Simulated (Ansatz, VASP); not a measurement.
Ti in VASP and in Ansatz

```
Ti
1.0
     2.86150    0.00000    0.00000
    -1.43075    2.47813    0.00000
     0.00000    0.00000    4.68600
Ti
2
Direct
  0.33333 0.66667 0.25000
  0.66667 0.33333 0.75000
```

Change from the starting cell: equal xx and yy strain of -3 %, crystal datasets.

Alike in both runs: task electric field gradients; functional PBEsol; k mesh 13 × 13 × 7; occupations fermi-dirac, width 0.08 eV; no spin polarisation.

```csv
,VASP,Ansatz
version,VASP 6.6.1,Ansatz 0.2.0
potentials or method,"VASP PAW PBE potentials, release 64 (Ti_sv), cutoff 400 eV","all-electron PAW with datasets made for the crystal, scalar-relativistic"
```

VASP gave:

```
pressure (GPa)                                                : -0.3
traceless stress, the component that is largest in VASP (GPa) : -2.49
size of Vzz on the site where it differs most (V/Å²)          : 12.0
```

What did Ansatz give for the same quantities?

Pressure (GPa): 0.8; traceless stress, the component that is largest in VASP (GPa): -2.50; size of Vzz on the site where it differs most (V/Å²): 13.4.

VASP's potentials were made for PBE, not for PBEsol. Ansatz ran all-electron here, and VASP with PAW potentials.
